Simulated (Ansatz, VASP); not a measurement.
**Ge2Sb2Te in VASP and in Ansatz**

Contents of INCAR:

```
  PREC = Accurate
  ENCUT = 600
  EDIFF = 1E-7
  ISMEAR = 0
  SIGMA = 0.1
  LREAL = F
  LASPH = T
  NELM = 60
  ALGO = Normal
  ISIF = 3
  LWAVE = F
  LCHARG = F
  GGA = PE
  IBRION = 2
  NSW = 100
  EDIFFG = -0.01
```

The input KPOINTS:

```
regular mesh
0
Gamma
  12 12 4
```

POSCAR

```
Ge2Sb2Te
1.0
    4.0923435462      0.0000000000      0.0000000000
   -2.0461717731      3.5440734720      0.0000000000
    0.0000000000      0.0000000000      9.1908890129
Ge Sb Te
2 2 1
Direct
    0.6666666667      0.3333333333      0.7995480010
    0.3333333333      0.6666666667      0.2004519990
    0.6666666667      0.3333333333      0.3870084210
    0.3333333333      0.6666666667      0.6129915790
    0.0000000000      0.0000000000      0.0000000000
```

Input for Ansatz:

```yaml
crystal:
  lattice:
    - [4.0923435462, 0.0, 0.0]
    - [-2.0461717731, 3.544073472, 0.0]
    - [0.0, 0.0, 9.1908890129]
  atoms:
    - { symbol: Ge, position: [0.6666666667, 0.3333333333, 0.799548001] }
    - { symbol: Ge, position: [0.3333333333, 0.6666666667, 0.200451999] }
    - { symbol: Sb, position: [0.6666666667, 0.3333333333, 0.387008421] }
    - { symbol: Sb, position: [0.3333333333, 0.6666666667, 0.612991579] }
    - { symbol: Te, position: [0.0, 0.0, 0.0] }
basis:
  ecutwfc: 420
kpoints:
  mp_grid: { grid: [12, 12, 4] }
hamiltonian:
  xc: pbe
scf:
  occupations: { method: gaussian, width: 0.1 }
output:
  forces: true
  stress: true
  eigenvalues: true
relax:
  adjacent_minimum: "off"
  f_tol: 0.01
  max_steps: 80
  cell: { stress_tol: 0.05 }
```

Change from the starting cell: species swapped into the Li2MnN2 type (P-3m1, No. 164).

Alike in both runs: task relaxation of cell and atoms; functional PBE; k mesh 12 × 12 × 4; occupations gaussian, width 0.1 eV; no spin polarisation.

```csv
,VASP,Ansatz
version,VASP 6.6.1,Ansatz 0.2.0
potentials or method,"VASP PAW PBE potentials, release 64 (Ge_d, Sb, Te), cutoff 600 eV","scalar-relativistic, plane waves, PAW"
valence electrons in the cell,44,74
```

|  | VASP | Ansatz | Ansatz less VASP |
| --- | --- | --- | --- |
| gap on the k mesh at the Fermi level, each at its own relaxed structure (eV) | none | none | - |
| relaxed volume (Å³/atom) | 26.61 | 26.59 | -0.019 |
| relaxed cell length with the largest relative difference (Å) | 4.103 | 4.101 | -0.0015 |

A gap of «none» marks a metal or a gap that the smearing closes. VASP's potentials hold 44 valence electrons a cell and Ansatz's 74, so a difference there can come from the potentials and not from the codes.

Spin-orbit coupling is off throughout.
